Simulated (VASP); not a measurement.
Wanted: the native input for a VASP 6.6.1 run.

| Property | Result |
| --- | --- |
| Task | single point |
| Functional | PBE |
| Potentials or basis | VASP PAW PBE potentials, release 64 (Ta_pv, N) |
| Cutoff | 520 eV |
| k mesh | 3 × 3 × 3 |
| Occupations | fermi-dirac, width 0.15 eV |
| Spin | no spin polarisation |
| Dipole correction | no |
| Further INCAR settings | ALGO = Normal; EDIFF = 1e-06; NBANDS = 74 |

The structure of Ta8N7 (a cell with a defect) lies in POSCAR:

```
Ta8N7
1.0
    0.0000000000      4.3580000000      4.3580000000
    4.3580000000      0.0000000000      4.3580000000
    4.3580000000      4.3580000000      0.0000000000
Ta N
8 7
Direct
    0.2500000000      0.2500000000      0.2500000000
    0.2339998690      0.2339998690      0.7660001310
    0.2339998690      0.7660001310      0.2339998690
    0.2339998690      0.7660001310      0.7660001310
    0.7660001310      0.2339998690      0.2339998690
    0.7660001310      0.2339998690      0.7660001310
    0.7660001310      0.7660001310      0.2339998690
    0.7500000000      0.7500000000      0.7500000000
    0.0000000000      0.0000000000      0.5000000000
    0.0000000000      0.5000000000      0.0000000000
    0.0000000000      0.5000000000      0.5000000000
    0.5000000000      0.0000000000      0.0000000000
    0.5000000000      0.0000000000      0.5000000000
    0.5000000000      0.5000000000      0.0000000000
    0.5000000000      0.5000000000      0.5000000000
```

One way to write it, as run:

INCAR

```
SYSTEM = Ta8N7
PREC = Accurate
ENCUT = 520
EDIFF = 1E-6
ISMEAR = -1
SIGMA = 0.15
LREAL = .FALSE.
LASPH = .TRUE.
NELM = 120
ALGO = Normal
ISIF = 2
LWAVE = .FALSE.
LCHARG = .TRUE.
GGA = PE
LELF = .TRUE.
LVHAR = .TRUE.
NBANDS = 74
GGA_COMPAT = .FALSE.
```

KPOINTS

```
Automatic mesh
0
G
  3 3 3
  0 0 0
```

Potentials or basis: VASP PAW PBE potentials, release 64 (Ta_pv, N).

The run is started by

```console
$ cat potpaw_PBE.64/Ta_pv/POTCAR potpaw_PBE.64/N/POTCAR > POTCAR
$ mpirun -np 1 vasp_std > vasp.out
```

It gave:

| Property | Result |
| --- | --- |
| Pressure | 10.4 GPa |
| Largest force | 0.021 eV/Å |
| Band gap on the k mesh | zero (an odd number of electrons rules out a gap without spin polarisation) |

Caveat: the k points lie up to 0.42 Å⁻¹ apart, too coarse for converged energies and pressures of a metal; spin-orbit coupling is left out, which moves the levels of the heavy elements.

Wall time 2 min on 1 thread of Intel(R) Xeon(R) Platinum 8375C CPU @ 2.90GHz (Ice Lake), with other jobs on the host, peak memory 0.33 GiB.
